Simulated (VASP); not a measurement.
Input of a VASP 6.6.1 run:

POSCAR

```
MgSe
1.0
    0.0000000000      2.7362756101      2.7362756101
    2.7362756101      0.0000000000      2.7362756101
    2.7362756101      2.7362756101      0.0000000000
Mg Se
1 1
Direct
    0.0000000000      0.0000000000      0.0000000000
    0.5000000000      0.5000000000      0.5000000000
```

INCAR.step1

```
SYSTEM = MgSe
ALGO = Normal
EDIFF = 1E-5
EDIFFG = -0.005
ENCUT = 600
GGA = PE
GGA_COMPAT = .FALSE.
IBRION = 2
ISIF = 3
ISMEAR = -1
LASPH = .TRUE.
LCHARG = .FALSE.
LREAL = .FALSE.
LWAVE = .TRUE.
NBANDS = 11
NELM = 120
NELMIN = 4
NSW = 100
PREC = Accurate
SIGMA = 0.02
```

File INCAR.step2:

```
SYSTEM = MgSe
ALGO = Normal
EDIFF = 1E-7
EDIFFG = -0.005
ENCUT = 600
GGA = PE
GGA_COMPAT = .FALSE.
HFSCREEN = 0.2079
IBRION = 2
ISIF = 3
ISMEAR = -1
ISTART = 1
LASPH = .TRUE.
LCHARG = .FALSE.
LHFCALC = .TRUE.
LREAL = .FALSE.
LWAVE = .FALSE.
NELM = 120
NELMIN = 4
NSW = 80
PREC = Accurate
PRECFOCK = Normal
SIGMA = 0.02
```

KPOINTS

```
k-points
0
G
  6 6 6
  0 0 0
```

Potentials or basis: VASP PAW PBE potentials, release 64 (Mg, Se).

Command:

```console
$ cat potpaw_PBE.64/Mg/POTCAR potpaw_PBE.64/Se/POTCAR > POTCAR
$ cp INCAR.step1 INCAR
$ mpirun -np 1 vasp_std > vasp.out
$ cp INCAR.step2 INCAR
$ mpirun -np 1 vasp_std > vasp.out
```

Question: Estimate the band gap on the k mesh.

Answer: 2.64 eV (least direct gap 3.56 eV).

Question: Estimate the relaxed cell.

Answer: a = 3.859 Å, b = 3.859 Å, c = 3.859 Å, α = 60.00°, β = 60.00°, γ = 60.00°.

Final structure:
```
CELL_PARAMETERS angstrom
0.00000 2.72854 2.72854
2.72854 0.00000 2.72854
2.72854 2.72854 0.00000
ATOMIC_POSITIONS crystal
Mg 0.00000 0.00000 0.00000
Se 0.50000 0.50000 0.50000
```

 A k mesh can miss the band edges.
